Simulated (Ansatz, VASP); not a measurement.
## One calculation of Sb, two programs

```
Sb
1.0
    -1.51497    1.51497    2.49642
     1.51497   -1.51497    2.49642
     1.51497    1.51497   -2.49642
Sb
1
Direct
  0.00000 0.00000 0.00000
```

Change from the starting cell: volume scaled by 1.02, crystal datasets.

Alike in both runs: task electric field gradients; functional PBE; k mesh 19 × 19 × 19; occupations fermi-dirac, width 0.05 eV; no spin polarisation.

|  | VASP | Ansatz |
| --- | --- | --- |
| version | VASP 6.6.1 | Ansatz 0.2.0 |
| potentials or method | VASP PAW PBE potentials, release 64 (Sb), cutoff 520 eV | all-electron PAW with datasets made for the crystal, scalar-relativistic |

```csv
,VASP,Ansatz,Ansatz less VASP
pressure (GPa),16.6,16.6,+0.06
"traceless stress, the component that is largest in VASP (GPa)",-1.29,-1.21,+0.080
size of Vzz on the site where it differs most (V/Å²),39.2,40.0,+0.80
```

Ansatz ran all-electron here, and VASP with PAW potentials.

Neither program's run includes spin-orbit coupling.
